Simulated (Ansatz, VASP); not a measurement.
# Cu2O in VASP and in Ansatz

The input INCAR:

```
SYSTEM = Cu2O
PREC = Accurate
ENCUT = 600
EDIFF = 1E-6
ISMEAR = 0
SIGMA = 0.05
LREAL = .False.
LASPH = .True.
NELM = 200
ALGO = Normal
ISIF = 2
LWAVE = .False.
LCHARG = .False.
ISPIN = 2
MAGMOM = 0.05 0.05 0.05 0.05 0 0
LORBIT = 11
LMAXMIX = 4
GGA = PE
NBANDS = 41
GGA_COMPAT = .False.
```

KPOINTS

```
regular mesh
0
Gamma
  6 6 6
  0 0 0
```

File POSCAR:

```
Cu2O
1.0
    4.2902489266      0.0000000000      0.0000000000
    0.0000000000      4.2902489266      0.0000000000
    0.0000000000      0.0000000000      4.2902489266
Cu O
4 2
Direct
    0.2500000000      0.2500000000      0.2500000000
    0.2500000000      0.7500000000      0.7500000000
    0.7500000000      0.7500000000      0.2500000000
    0.7500000000      0.2500000000      0.7500000000
    0.0000000000      0.0000000000      0.0000000000
    0.5000000000      0.5000000000      0.5000000000
```

Input for Ansatz:

```yaml
crystal:
  lattice:
    - [4.2902489266, 0.0, 0.0]
    - [0.0, 4.2902489266, 0.0]
    - [0.0, 0.0, 4.2902489266]
  atoms:
    - { symbol: Cu, position: [0.25, 0.25, 0.25], spin: 0.05 }
    - { symbol: Cu, position: [0.25, 0.75, 0.75], spin: 0.05 }
    - { symbol: Cu, position: [0.75, 0.75, 0.25], spin: 0.05 }
    - { symbol: Cu, position: [0.75, 0.25, 0.75], spin: 0.05 }
    - { symbol: O, position: [0.0, 0.0, 0.0] }
    - { symbol: O, position: [0.5, 0.5, 0.5] }
basis:
  ecutwfc: 420
  ecutrho_ratio: 4
kpoints:
  mp_grid: { grid: [6, 6, 6] }
hamiltonian:
  xc: pbe
scf:
  occupations: { method: gaussian, width: 0.05 }
output:
  forces: true
  stress: true
  eigenvalues: true
  populations: true
magnetization:
  spin_polarized: true
```

Alike in both runs: task single point; functional PBE; k mesh 6 × 6 × 6; occupations gaussian, width 0.05 eV; collinear spin.

|  | VASP | Ansatz |
| --- | --- | --- |
| version | VASP 6.6.1 | Ansatz 0.2.0 |
| potentials or method | VASP PAW PBE potentials, release 64 (Cu, O), cutoff 600 eV | scalar-relativistic, plane waves, PAW |
| valence electrons in the cell | 56 | 88 |

|  | VASP | Ansatz | Ansatz less VASP |
| --- | --- | --- | --- |
| gap on the k mesh at the Fermi level (eV) | 0.49 | 0.49 | -0.004 |
| least direct gap on the mesh (eV) | 0.49 | 0.49 | -0.004 |
| pressure (GPa) | 1.4 | 0.7 | -0.70 |
| net moment per atom (μB) | 0.00 | 0.00 | 0.000 |

VASP's potentials hold 56 valence electrons a cell and Ansatz's 88, so a difference there can come from the potentials and not from the codes. Ansatz's warnings: seeded moment not kept.
